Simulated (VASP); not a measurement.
A run of VASP 6.6.1 is set up as follows.

Contents of INCAR:

```
SYSTEM = BN
  ALGO = Normal
  EDIFF = 1E-6
  EDIFFG = -0.005
  ENCUT = 600
  GGA = PE
  IBRION = 2
  ISIF = 3
  ISMEAR = -1
  LASPH = .TRUE.
  LCHARG = .FALSE.
  LREAL = .FALSE.
  LWAVE = .FALSE.
  NELM = 100
  NSW = 32
  PREC = Accurate
  PSTRESS = 4400.0
  SIGMA = 0.08
```

The input KPOINTS:

```
k-points
0
G
  18 18 18
  0 0 0
```

Contents of POSCAR:

```
BN
1.0
    0.0000000000      1.5381373974      1.5381373974
    1.5381373974      0.0000000000      1.5381373974
    1.5381373974      1.5381373974      0.0000000000
B N
1 1
Direct
    0.0000000000      0.0000000000      0.0000000000
    0.2500000000      0.2500000000      0.2500000000
```

Potentials or basis: VASP PAW PBE potentials, release 64 (B, N).

Run with:

```console
$ cat potpaw_PBE.64/B/POTCAR potpaw_PBE.64/N/POTCAR > POTCAR
$ mpirun -np 1 vasp_std > vasp.out
```

Q: Estimate the band gap on the k mesh.

A: 4.84 eV, indirect (least direct gap 11.12 eV).

Q: Predict the space group after relaxing (to 0.05 Å).

A: F-43m (No. 216).

Q: What does it give for the relaxed volume?

A: 3.65 Å³/atom.

Q: Predict the relaxed cell.

A: a = 2.177 Å, b = 2.177 Å, c = 2.177 Å, α = 60.00°, β = 60.00°, γ = 60.00°.

Final structure:
```
B N
1.0
     0.00000    1.53908    1.53908
     1.53908    0.00000    1.53908
     1.53908    1.53908    0.00000
B N
1 1
Direct
  0.00000 0.00000 0.00000
  0.25000 0.25000 0.25000
```

Caveat: the cell is relaxed towards a set pressure, so the enthalpy falls and the energy may rise. Expect the measured gap to be larger: semilocal functionals such as PBE lack the derivative discontinuity.
